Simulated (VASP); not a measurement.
# Si (Fd-3m) in VASP: a series of runs

The runs below take Si through single point, with PBE.

Everything below comes from runs of VASP 6.6.1. Logs are shortened: lines on timing, memory, paths and dates and some standing lists are left out, and cuts for length are marked.

### 1 The cell of the first run

The structure is cubic, space group Fd-3m (No. 227). The conventional cell has a = 5.470 Å, b = 5.470 Å, c = 5.470 Å, α = 90.00°, β = 90.00°, γ = 90.00°. Within 3.1 Å of Si (site symmetry -43m) lie 4 Si at 2.37 Å.

### 2 Single point, PBE

Contents of INCAR:

```
ALGO = Normal ; EDIFF = 1E-6
ENCUT = 500 ; GGA = PE
GGA_COMPAT = False ; ISIF = 2
ISMEAR = 0 ; LASPH = True
LCHARG = False ; LREAL = False
LWAVE = False ; NBANDS = 11
NELM = 120 ; PREC = Accurate
SIGMA = 0.02
```

Contents of KPOINTS:

```
k-points
0
Gamma
  8 8 8
```

Contents of POSCAR:

```
Si
1.0
    0.0000000000      2.7349903938      2.7349903938
    2.7349903938      0.0000000000      2.7349903938
    2.7349903938      2.7349903938      0.0000000000
Si
2
Direct
    0.0000000000      0.0000000000      0.0000000000
    0.2500000000      0.2500000000      0.2500000000
```

Potentials or basis: VASP PAW PBE potentials, release 64 (Si).

The run is started by

```sh
> cat potpaw_PBE.64/Si/POTCAR > POTCAR
> mpirun -np 1 vasp_std > vasp.out
```

OUTCAR:

```text
EDIFF = 1E-6
   ENCUT = 500
   GGA = PE
   ISIF = 2
   ISMEAR = 0
   LASPH = True
   LREAL = False
   NELM = 120
   PREC = Accurate

 ion  position               nearest neighbor table
   1  0.000  0.000  0.000-   2 2.37   2 2.37   2 2.37   2 2.37
   2  0.250  0.250  0.250-   1 2.37   1 2.37   1 2.37   1 2.37

  LATTYP: Found a face centered cubic cell.
 ALAT       =     5.4699807876

  Lattice vectors:

 A1 = (   0.0000000000,   2.7349903938,   2.7349903938)
 A2 = (   2.7349903938,   0.0000000000,   2.7349903938)
 A3 = (   2.7349903938,   2.7349903938,   0.0000000000)

Analysis of symmetry for initial positions (statically):
=====================================================================
 Subroutine PRICEL returns:
 Original cell was already a primitive cell.

 Routine SETGRP: Setting up the symmetry group for a
 face centered cubic supercell.

 Subroutine GETGRP returns: Found 48 space group operations
 (whereof 24 operations were pure point group operations)
 out of a pool of 48 trial point group operations.

The static configuration has the point symmetry T_d .
 The point group associated with its full space group is O_h .

Analysis of symmetry for dynamics (positions and initial velocities):
=====================================================================
 Subroutine PRICEL returns:
 Original cell was already a primitive cell.

 Routine SETGRP: Setting up the symmetry group for a
 face centered cubic supercell.

 Subroutine GETGRP returns: Found 48 space group operations
 (whereof 24 operations were pure point group operations)
 out of a pool of 48 trial point group operations.

The dynamic configuration has the point symmetry T_d .
 The point group associated with its full space group is O_h .

 Subroutine INISYM returns: Found 48 space group operations
 (whereof 24 operations are pure point group operations),
 and found     1 'primitive' translations

----------------------------------------------------------------------------------------

                                     Primitive cell

  volume of cell :      40.9164

  direct lattice vectors                    reciprocal lattice vectors
     0.000000000  2.734990394  2.734990394    -0.182815999  0.182815999  0.182815999
     2.734990394  0.000000000  2.734990394     0.182815999 -0.182815999  0.182815999
     2.734990394  2.734990394  0.000000000     0.182815999  0.182815999 -0.182815999

  length of vectors
     3.867860508  3.867860508  3.867860508     0.316646598  0.316646598  0.316646598

  position of ions in fractional coordinates (direct lattice)
     0.000000000  0.000000000  0.000000000
     0.250000000  0.250000000  0.250000000

  ion indices of the primitive-cell ions
   primitive index   ion index
                 1           1
                 2           2

----------------------------------------------------------------------------------------

 KPOINTS: k-points

Automatic generation of k-mesh.
 Grid dimensions read from file:
 generate k-points for:    8    8    8

 Generating k-lattice:

  Cartesian coordinates                     Fractional coordinates (reciprocal lattice)
    -0.022852000  0.022852000  0.022852000     0.125000000  0.000000000  0.000000000
     0.022852000 -0.022852000  0.022852000     0.000000000  0.125000000  0.000000000
     0.022852000  0.022852000 -0.022852000     0.000000000  0.000000000  0.125000000

  Length of vectors
     0.039580825  0.039580825  0.039580825

  Shift w.r.t. Gamma in fractional coordinates (k-lattice)
     0.000000000  0.000000000  0.000000000

 Subroutine IBZKPT returns following result:
 ===========================================

 Found     29 irreducible k-points:

 Following reciprocal coordinates:
            Coordinates               Weight
  0.000000  0.000000  0.000000      1.000000
  0.125000  0.000000  0.000000      8.000000
  0.250000  0.000000  0.000000      8.000000
  0.375000  0.000000  0.000000      8.000000
  0.500000  0.000000  0.000000      4.000000
  0.125000  0.125000  0.000000      6.000000
[... 16 lines left out ...]
  0.500000  0.250000  0.125000     48.000000
 -0.375000  0.250000  0.125000     24.000000
 [... further k-points ...]
   k-points           NKPTS =     29   k-points in BZ     NKDIM =     29   number of bands    NBANDS=     11
   number of dos      NEDOS =    301   number of ions     NIONS =      2
   total plane-waves  NPLWV =  21952
   dimension x,y,z NGX =    28 NGY =   28 NGZ =   28
   dimension x,y,z NGXF=    56 NGYF=   56 NGZF=   56
   ions per type =               2
   NGX,Y,Z   is equivalent  to a cutoff of  12.03, 12.03, 12.03 a.u.
   NGXF,Y,Z  is equivalent  to a cutoff of  24.07, 24.07, 24.07 a.u.
 SYSTEM =  unknown system
   PREC   = accura    normal or accurate (medium, high low for compatibility)
   ISTART =      0    job   : 0-new  1-cont  2-samecut
   ICHARG =      2    charge: 1-file 2-atom 10-const
   ISPIN  =      1    spin polarized calculation?
   LNONCOLLINEAR =      F non collinear calculations
   LSORBIT =      F    spin-orbit coupling
   LASPH  =      T    aspherical Exc in radial PAW
   ENCUT  =  500.0 eV  36.75 Ry    6.06 a.u.   7.05  7.05  7.05*2*pi/ulx,y,z
   NELM   =    120;   NELMIN=  2; NELMDL= -5     # of ELM steps
   EDIFF  = 0.1E-05   stopping-criterion for ELM
   LREAL  =      F    real-space projection
   EDIFFG = 0.1E-04   stopping-criterion for IOM
   NSW    =      0    number of steps for IOM
   IBRION =     -1    ionic relax: 0-MD 1-quasi-New 2-CG
   NFREE  =      0    steps in history (QN), initial steepest desc. (CG)
   ISIF   =      2    stress and relaxation
   ISYM   =      2    0-nonsym 1-usesym 2-fastsym
   POTIM  = 0.5000    time-step for ionic-motion
   TEBEG  =    0.0;   TEEND  =   0.0 temperature during run
   PSTRESS=    0.0 pullay stress
   NELECT =       8.0000    total number of electrons
   NUPDOWN=      -1.0000    fix difference up-down
   EMIN   =  10.00;   EMAX   =-10.00  energy-range for DOS
   EFERMI =   0.00;   METHOD = LEGACY
   ISMEAR =     0;   SIGMA  =   0.02  broadening in eV -4-tet -1-fermi 0-gaus
   EFERMI_NEDOS =   21; number of points for ismear=-14 and -15
   IALGO  =     38    algorithm
   IMIX   =      4    mixing-type and parameters
     AMIX     =   0.40;   BMIX     =  1.00
     AMIX_MAG =   1.60;   BMIX_MAG =  1.00
  volume/ion in A,a.u.               =      20.46       138.06
  Fermi-wavevector in a.u.,A,eV,Ry     =   0.950180  1.795579 12.283901  0.902841
  Thomas-Fermi vector in A             =   2.078532
   LORBIT       =      0    0 simple, 1 ext, 2 COOP (PROOUT), +10 PAW based schemes
   GGA     = PE    functional components
   LHFCALC =     F    Hartree Fock is set to
   AEXX    =    0.0000 exact exchange contribution
   IVDW    =     0    specifies the selected vdW correction
   LEPSILON=     F    determine dielectric tensor
   LRPA    =     F    only Hartree local field effects (RPA)
 non-spin polarized calculation
 Gauss-broadening in eV      SIGMA  =   0.02
  energy-cutoff  :      500.00
  volume of cell :       40.92
 maximum number of plane-waves:      1056
   NGX = 15   NGY = 15   NGZ = 15

 number of electron       8.0000000 magnetization

 Free energy of the ion-electron system (eV)
  ---------------------------------------------------
  ext. energy  EPLUGINS =         0.00000000
  ---------------------------------------------------
  free energy    TOTEN  =       -10.84606405 eV

  energy without entropy =      -10.84606405  energy(sigma->0) =      -10.84606405

 E-fermi :   5.7212     XC(G=0):  -9.3239

 val. band max:        5.6105131388   @ k =   0.0000   0.0000   0.0000
 cond. band min:       6.2615885124   @ k =   0.3750   0.3750   0.0000
 fundamental gap:      0.6510753736
 Fermi energy:         5.7211638589

 k-point     1 :       0.0000    0.0000    0.0000
  band No.  band energies     occupation
      1      -6.1998      2.00000
      2       5.6105      2.00000
      3       5.6105      2.00000
      4       5.6105      2.00000
      5       8.1667      0.00000
      6       8.1667      0.00000
      7       8.1667      0.00000
      8       8.7366      0.00000
      9      13.3188      0.00000
     10      13.3188      0.00000
     11      13.4849      0.00000

 k-point     2 :       0.1250    0.0000    0.0000
  band No.  band energies     occupation
      1      -5.9994      2.00000
      2       4.0199      2.00000
      3       5.3283      2.00000
      4       5.3283      2.00000
      5       8.0513      0.00000
      6       8.5819      0.00000
      7       8.5819      0.00000
      8      10.1374      0.00000
      9      12.8461      0.00000
     10      12.8461      0.00000
     11      14.2603      0.00000

 k-point     3 :       0.2500    0.0000    0.0000
  band No.  band energies     occupation
      1      -5.4153      2.00000
      2       1.7254      2.00000
      3       4.8659      2.00000
      4       4.8659      2.00000
      5       7.5673      0.00000
      6       9.0997      0.00000
      7       9.0997      0.00000
      8      12.3561      0.00000
      9      12.7969      0.00000
     10      12.7969      0.00000
     11      14.5377      0.00000

 k-point     4 :       0.3750    0.0000    0.0000
  band No.  band energies     occupation
      1      -4.5414      2.00000
      2      -0.2579      2.00000
      3       4.5432      2.00000
      4       4.5432      2.00000
      5       7.2027      0.00000
      6       9.0632      0.00000
      7       9.0632      0.00000
      8      13.4461      0.00000
      9      14.1480      0.00000
     10      14.1480      0.00000
     11      15.1169      0.00000
[... 239 lines left out ...]
 k-point    22 :       0.3750    0.2500    0.1250
  band No.  band energies     occupation
      1      -4.8957      2.00000
      2       1.3429      2.00000
      3       2.9601      2.00000
      4       4.2111      2.00000
      5       8.0533      0.00000
      6       9.4351      0.00000
      7       9.8135      0.00000
      8      11.0494      0.00000
      9      13.3210      0.00000
     10      15.7114      0.00000
     11      16.5712      0.00000

 k-point    23 :       0.5000    0.2500    0.1250
  band No.  band energies     occupation
      1      -4.0267      2.00000
      2      -0.1757      2.00000
      3       2.3563      2.00000
      4       3.7241      2.00000
      5       8.4742      0.00000
      6       9.1394      0.00000
      7      10.5868      0.00000
      8      11.4870      0.00000
      9      14.5385      0.00000
     10      15.2340      0.00000
     11      17.5099      0.00000

 k-point    24 :      -0.3750    0.2500    0.1250
  band No.  band energies     occupation
      1      -3.3931      2.00000
      2      -1.0945      2.00000
      3       2.2249      2.00000
      4       3.5013      2.00000
      5       8.6327      0.00000
      6       8.7570      0.00000
      7      11.4553      0.00000
      8      12.6750      0.00000
      9      12.9149      0.00000
     10      16.1160      0.00000
     11      17.1594      0.00000

 [... further k-points ...]
[... 5 lines left out ...]
  --------------------------------------------------------------------------------------
  -------------------------------------------------------------------------------------
  Total       -0.0151956     -0.0151956     -0.0151956      0.0000000     -0.0000000      0.0000000
  in kB       -0.5950209     -0.5950209     -0.5950209      0.0000000     -0.0000000      0.0000000
  external PRESSURE =      -0.5950209 kB  Pullay stress =       0.0000000 kB

 VOLUME and BASIS-vectors are now :
 -----------------------------------------------------------------------------
  energy-cutoff  :      500.00
  volume of cell :       40.92
      direct lattice vectors                 reciprocal lattice vectors
     0.000000000  2.734990394  2.734990394    -0.182815999  0.182815999  0.182815999
     2.734990394  0.000000000  2.734990394     0.182815999 -0.182815999  0.182815999
     2.734990394  2.734990394  0.000000000     0.182815999  0.182815999 -0.182815999

 POSITION                                       TOTAL-FORCE (eV/Angst)
 -----------------------------------------------------------------------------------
      0.00000      0.00000      0.00000         0.000000      0.000000      0.000000
      1.36750      1.36750      1.36750        -0.000000     -0.000000     -0.000000
 -----------------------------------------------------------------------------------
    total drift:                                0.000000      0.000000     -0.000000

  FREE ENERGIE OF THE ION-ELECTRON SYSTEM (eV)
  ---------------------------------------------------
  free  energy   TOTEN  =       -10.8460640517 eV

  energy  without entropy=      -10.8460640517  energy(sigma->0) =      -10.84606405
```

Run time: 17 s. Hardware: 1 thread of Intel Xeon 8259CL, shared host; peak memory 0.15 GiB.

Results:

```
Free energy            : -10.8461 eV
Pressure               : -0.1 GPa
Band gap on the k mesh : 0.65 eV, indirect (least direct gap 2.56 eV)
```

Levels at points of the mesh, in eV from the valence-band top:
```
           k point  band 1  band 2  band 3  band 4  band 5  band 6  band 7  band 8
(0.00, 0.00, 0.00)  -11.81    0.00    0.00    0.00    2.56    2.56    2.56    3.13
(0.50, 0.00, 0.00)   -9.53   -6.87   -1.18   -1.18    1.46    3.35    3.35    7.70
(0.50, 0.50, 0.00)   -7.74   -7.74   -2.79   -2.79    0.75    0.75    9.93    9.93
```

A k mesh can miss the band edges. A hybrid or GW would open this gap; PBE tends to underestimate it.

### 3 Single point, PBE

Contents of INCAR:

```
ALGO = Normal ; EDIFF = 1E-6
ENCUT = 500 ; GGA = PE
GGA_COMPAT = F ; ISIF = 2
ISMEAR = 0 ; LASPH = T
LCHARG = F ; LREAL = F
LWAVE = F ; NBANDS = 11
NELM = 120 ; PREC = Accurate
SIGMA = 0.02
```

Contents of KPOINTS:

```
k-points
0
Gamma
  10 10 10
```

POSCAR is that of step 2.

Potentials or basis: VASP PAW PBE potentials, release 64 (Si).

The run is started by

```sh
> cat potpaw_PBE.64/Si/POTCAR > POTCAR
> mpirun -np 1 vasp_std > vasp.out
```

OUTCAR:

```text
EDIFF = 1E-6
   ENCUT = 500
   GGA = PE
   ISIF = 2
   ISMEAR = 0
   LASPH = T
   LREAL = F
   NELM = 120
   PREC = Accurate

 ion  position               nearest neighbor table
   1  0.000  0.000  0.000-   2 2.37   2 2.37   2 2.37   2 2.37
   2  0.250  0.250  0.250-   1 2.37   1 2.37   1 2.37   1 2.37

  LATTYP: Found a face centered cubic cell.
 ALAT       =     5.4699807876

  Lattice vectors:

 A1 = (   0.0000000000,   2.7349903938,   2.7349903938)
 A2 = (   2.7349903938,   0.0000000000,   2.7349903938)
 A3 = (   2.7349903938,   2.7349903938,   0.0000000000)

Analysis of symmetry for initial positions (statically):
=====================================================================
 Subroutine PRICEL returns:
 Original cell was already a primitive cell.

 Routine SETGRP: Setting up the symmetry group for a
 face centered cubic supercell.

 Subroutine GETGRP returns: Found 48 space group operations
 (whereof 24 operations were pure point group operations)
 out of a pool of 48 trial point group operations.

The static configuration has the point symmetry T_d .
 The point group associated with its full space group is O_h .
[... 165 lines left out ...]
 cond. band min:       6.2281740441   @ k =   0.4000   0.4000   0.0000
 fundamental gap:      0.6190204328
 Fermi energy:         5.7087265343

 k-point     1 :       0.0000    0.0000    0.0000
  band No.  band energies     occupation
      1      -6.2009      2.00000
      2       5.6092      2.00000
      3       5.6092      2.00000
      4       5.6092      2.00000
      5       8.1659      0.00000
      6       8.1659      0.00000
      7       8.1659      0.00000
      8       8.7351      0.00000
      9      13.3181      0.00000
     10      13.3181      0.00000
     11      13.4837      0.00000
[... 309 lines left out ...]
 k-point    24 :       0.4000    0.3000    0.0000
  band No.  band energies     occupation
      1      -4.0795      2.00000
      2       0.2173      2.00000
      3       2.8177      2.00000
      4       3.2270      2.00000
      5       6.6869      0.00000
      6       7.8755      0.00000
      7      12.4611      0.00000
      8      12.6025      0.00000
      9      16.0164      0.00000
     10      16.1428      0.00000
     11      17.6255      0.00000

 [... further k-points ...]
[... 5 lines left out ...]
  --------------------------------------------------------------------------------------
  -------------------------------------------------------------------------------------
  Total       -0.0164830     -0.0164830     -0.0164830      0.0000000      0.0000000      0.0000000
  in kB       -0.6454308     -0.6454308     -0.6454308      0.0000000      0.0000000      0.0000000
  external PRESSURE =      -0.6454308 kB  Pullay stress =       0.0000000 kB

 VOLUME and BASIS-vectors are now :
 -----------------------------------------------------------------------------
  energy-cutoff  :      500.00
  volume of cell :       40.92
      direct lattice vectors                 reciprocal lattice vectors
     0.000000000  2.734990394  2.734990394    -0.182815999  0.182815999  0.182815999
     2.734990394  0.000000000  2.734990394     0.182815999 -0.182815999  0.182815999
     2.734990394  2.734990394  0.000000000     0.182815999  0.182815999 -0.182815999

 POSITION                                       TOTAL-FORCE (eV/Angst)
 -----------------------------------------------------------------------------------
      0.00000      0.00000      0.00000        -0.000000     -0.000000     -0.000000
      1.36750      1.36750      1.36750         0.000000      0.000000      0.000000
 -----------------------------------------------------------------------------------
    total drift:                                0.000000      0.000000     -0.000000

  FREE ENERGIE OF THE ION-ELECTRON SYSTEM (eV)
  ---------------------------------------------------
  free  energy   TOTEN  =       -10.8491831752 eV

  energy  without entropy=      -10.8491831752  energy(sigma->0) =      -10.84918318
```

OSZICAR:

```text
N       E                     dE             d eps       ncg     rms          rms(c)
DAV:   1     0.673667874687E+01    0.67367E+01   -0.31999E+03  1034   0.553E+02
DAV:   2    -0.104112215380E+02   -0.17148E+02   -0.16342E+02  1396   0.818E+01
DAV:   3    -0.110118036144E+02   -0.60058E+00   -0.59824E+00  1317   0.128E+01
DAV:   4    -0.110169623168E+02   -0.51587E-02   -0.51582E-02  1257   0.150E+00
DAV:   5    -0.110170113165E+02   -0.49000E-04   -0.48999E-04  1333   0.138E-01    0.474E+00
DAV:   6    -0.109013260228E+02    0.11569E+00   -0.64945E-02  1166   0.104E+00    0.289E+00
DAV:   7    -0.108476732615E+02    0.53653E-01   -0.12739E-01  1194   0.158E+00    0.166E-01
DAV:   8    -0.108489450764E+02   -0.12718E-02   -0.56860E-03  1187   0.403E-01    0.793E-02
DAV:   9    -0.108491582351E+02   -0.21316E-03   -0.20742E-04  1270   0.871E-02    0.580E-02
DAV:  10    -0.108491824680E+02   -0.24233E-04   -0.20808E-05  1228   0.263E-02    0.500E-03
DAV:  11    -0.108491831752E+02   -0.70718E-06   -0.20431E-06  1260   0.741E-03
   1 F= -.10849183E+02 E0= -.10849183E+02  d E =-.581774E-15
```

Run time: 25 s. Hardware: 1 thread of Intel Xeon 8259CL, shared host; peak memory 0.15 GiB.

Results:

* Free energy: -10.8492 eV
* Pressure: -0.1 GPa
* Band gap on the k mesh: 0.62 eV, indirect (least direct gap 2.56 eV)
